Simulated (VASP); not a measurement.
Here is a VASP 6.6.1 calculation.

INCAR

```
  PREC = Accurate
  ENCUT = 600
  EDIFF = 1E-7
  ISMEAR = -1
  SIGMA = 0.05
  LREAL = False
  LASPH = True
  NELM = 150
  ALGO = Normal
  ISIF = 3
  LWAVE = False
  LCHARG = False
  ISPIN = 2
  MAGMOM = 1 1
  LORBIT = 11
  LMAXMIX = 4
  GGA = PS
  IBRION = 2
  NSW = 60
  EDIFFG = -0.005
  PSTRESS = 290.0
```

Contents of KPOINTS:

```
Automatic mesh
0
Gamma
  15 15 15
```

Contents of POSCAR:

```
Ni
1.0
    0.0000000000      2.2452345536      2.2452345536
    2.2452345536      0.0000000000      2.2452345536
    2.2452345536      2.2452345536      0.0000000000
Ni
2
Direct
   -0.1250000000     -0.1250000000     -0.1250000000
    0.1250000000      0.1250000000      0.1250000000
```

Potentials or basis: VASP PAW PBE potentials, release 64 (Ni).

Run with:

```console
$ cat potpaw_PBE.64/Ni/POTCAR > POTCAR
$ mpirun -np 1 vasp_std > vasp.out
```

(1) Predict the relaxed volume.

(2) Estimate the space group after relaxing (to 0.1 Å).

## Answers

(1) 13.08 Å³/atom.

(2) Fd-3m (No. 227).

Caveat: the cell is relaxed towards a set pressure, so the run minimises the enthalpy, not the energy; the volume moved by over 15 % at a fixed basis, so the end points are rough; the PAW data sets were made with another functional, which shifts forces and pressure a little.
